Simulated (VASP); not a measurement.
The system is KF.

```
K F
1.0
     0.00000    2.93540    3.06133
     2.93540    0.00000    3.06133
     2.93540    2.93540    0.00000
K F
1 1
Direct
  0.00000 0.00000 0.00000
  0.25000 0.25000 0.25000
```

This cell differs from its parent crystal: uniaxial z strain +4.3%.

Base run:

* Program: VASP 6.6.1
* Functional: r2SCAN
* Potentials or basis: VASP PAW PBE potentials, release 64 (K_sv, F)
* Cutoff: 520 eV
* k mesh: 8 × 8 × 8
* Occupations: gaussian, width 0.01 eV
* Spin: no spin polarisation

Its results: band gap on the k mesh 5.63 eV (least direct gap 5.81 eV); pressure -0.9 GPa.

Q: The run is repeated on the same cell with these changes: functional from r2SCAN to PBE; occupations from gaussian, width 0.01 eV to fermi-dirac, width 0.02 eV. What comes out?

A: Band gap on the k mesh 5.04 eV (least direct gap 5.22 eV); pressure 0.0 GPa.

Caveats: the PAW data sets were made with another functional, which shifts forces and pressure a little (at least some runs).

A k mesh can miss the band edges.
